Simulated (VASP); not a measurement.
Wanted: the native input for a VASP 6.6.1 run.

| Quantity | Value |
| --- | --- |
| Task | electric field gradients |
| Functional | RPBE |
| Dispersion | D4 |
| Potentials or basis | VASP PAW PBE potentials, release 64 (Sn_d) |
| Cutoff | 400 eV |
| k mesh | 7 × 7 × 7 |
| Occupations | gaussian, width 0.05 eV |
| Spin | collinear spin |
| Starting moments | [0.22, 0.22] μB |
| Fixed moment | 1 μB |
| Dipole correction | no |
| Further INCAR settings | ALGO = Normal; EDIFF = 1e-08; NBANDS = 25 |

The structure of Sn lies in POSCAR:

```
Sn
1.0
    0.0000000000      3.2333428000      3.2333428000
    3.2333428000      0.0000000000      3.2333428000
    3.2333428000      3.2333428000      0.0000000000
Sn
2
Direct
    0.2500000000      0.2500000000      0.2500000000
    1.0000000000      1.0000000000      1.0000000000
```

This isn't the form of Sn at room conditions, which is tetragonal (white tin).

These files were run (other wordings do the same):

INCAR

```
ALGO = Normal
EDIFF = 1E-8
ENCUT = 400
GGA = RP
GGA_COMPAT = F
ISIF = 2
ISMEAR = 0
ISPIN = 2
IVDW = 13
LASPH = T
LCHARG = F
LEFG = T
LORBIT = 11
LREAL = F
LWAVE = F
MAGMOM = 0.22 0.22
NBANDS = 25
NELM = 200
NUPDOWN = 1.0
PREC = Accurate
SIGMA = 0.05
```

KPOINTS

```
k-points
0
Gamma
  7 7 7
```

Potentials or basis: VASP PAW PBE potentials, release 64 (Sn_d).

Run with:

```bash
$ cat potpaw_PBE.64/Sn_d/POTCAR > POTCAR
$ mpirun -np 1 vasp_std > vasp.out
```

It gave:

```yaml
Pressure: 4.4 GPa
Net_moment: 1.00 μB per cell
Site_moments: Sn +0.28 μB
Largest_electric_field_gradient_by_atom: zero within the noise of the run
Valence_electrons_inside_the_program's_atomic_spheres: Sn 12.35
Dispersion_energy_per_atom: -0.584 eV
```

Caveat: the cell stands under pressure; the PAW data sets were made with another functional, which shifts forces and pressure a little; the total moment is fixed, so each spin has its own Fermi level.

Wall time 28 s on 1 thread of Intel(R) Xeon(R) 6975P-C (Granite Rapids), with other jobs on the host, peak memory 0.19 GiB.
